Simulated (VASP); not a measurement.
Wanted: the native input for a VASP 6.6.1 run.

| Quantity | Value |
| --- | --- |
| Task | single point |
| Functional | PBE |
| Potentials or basis | VASP PAW PBE potentials, release 64 (S, Mg) |
| Cutoff | 520 eV |
| k mesh | 8 × 8 × 4 |
| Occupations | fermi-dirac, width 0.05 eV |
| Spin | no spin polarisation |
| Dipole correction | no |
| Further INCAR settings | ALGO = Normal; EDIFF = 1e-06; NBANDS = 16 |

The structure of MgS lies in POSCAR:

```
MgS
1.0
    4.0346224068      0.0000000000      0.0000000000
   -2.0173112034      3.4940854990      0.0000000000
    0.0000000000      0.0000000000      6.4322941800
S Mg
2 2
Direct
    0.6666666667      0.3333333333      0.8792441500
    0.3333333333      0.6666666667      0.3792441500
    0.3333333333      0.6666666667      0.9957548500
    0.6666666667      0.3333333333      0.4957548500
```

These files were run (other wordings do the same):

INCAR

```
SYSTEM = MgS
PREC = Accurate
ENCUT = 520
EDIFF = 1E-6
ISMEAR = -1
SIGMA = 0.05
LREAL = .FALSE.
LASPH = .TRUE.
NELM = 100
ALGO = Normal
ISIF = 2
LWAVE = .FALSE.
LCHARG = .FALSE.
GGA = PE
NBANDS = 16
```

KPOINTS

```
regular mesh
0
G
  8 8 4
  0 0 0
```

Potentials or basis: VASP PAW PBE potentials, release 64 (S, Mg).

Command:

```sh
$ cat potpaw_PBE.64/S/POTCAR potpaw_PBE.64/Mg/POTCAR > POTCAR
$ mpirun -np 1 vasp_std > vasp.out
```

It gave:

* Pressure: 0.9 GPa
* Largest force: 0.048 eV/Å
* Band gap on the k mesh: 3.43 eV, direct

It took 38 s on 1 thread of Intel(R) Xeon(R) Platinum 8259CL CPU @ 2.50GHz (Skylake/Cascade Lake) (shared host), peak memory 0.21 GiB.
